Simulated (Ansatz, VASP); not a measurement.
## One calculation of La2Zr2O, two programs

```
La Zr O
1.0
     4.98442    0.00000    0.00000
     0.00000    4.98442    0.00000
     0.00000    0.00000    6.71123
La Zr O
2 2 1
Direct
  0.00000 0.50000 0.00000
  0.50000 0.00000 0.00000
  0.50000 0.50000 0.66937
  0.50000 0.50000 0.33063
  0.50000 0.50000 0.00000
```

Alike in both runs: functional PBE; k mesh 4 × 4 × 4; occupations gaussian, width 0.1 eV; no spin polarisation.

Ansatz relaxed the structure, and its values are those at the end. VASP's run is a single point on that final structure, the one shown.

```csv
,VASP,Ansatz
version,VASP 6.6.1,Ansatz 0.2.0
potentials or method,"VASP PAW PBE potentials, release 64 (La, Zr_sv, O), cutoff 520 eV","scalar-relativistic, plane waves, PAW"
valence electrons in the cell,52,52
```

VASP gave:

```
gap on the k mesh at the Fermi level (eV) : none
pressure (GPa)                            : 0.3
rms of the force components (eV/Å)        : 0.037
```

Q: Which values does Ansatz return?

A: gap on the k mesh at the Fermi level (eV): none; pressure (GPa): 0.3; rms of the force components (eV/Å): 0.004.

A gap of «none» marks a metal or a gap that the smearing closes.

Spin-orbit coupling is off throughout.
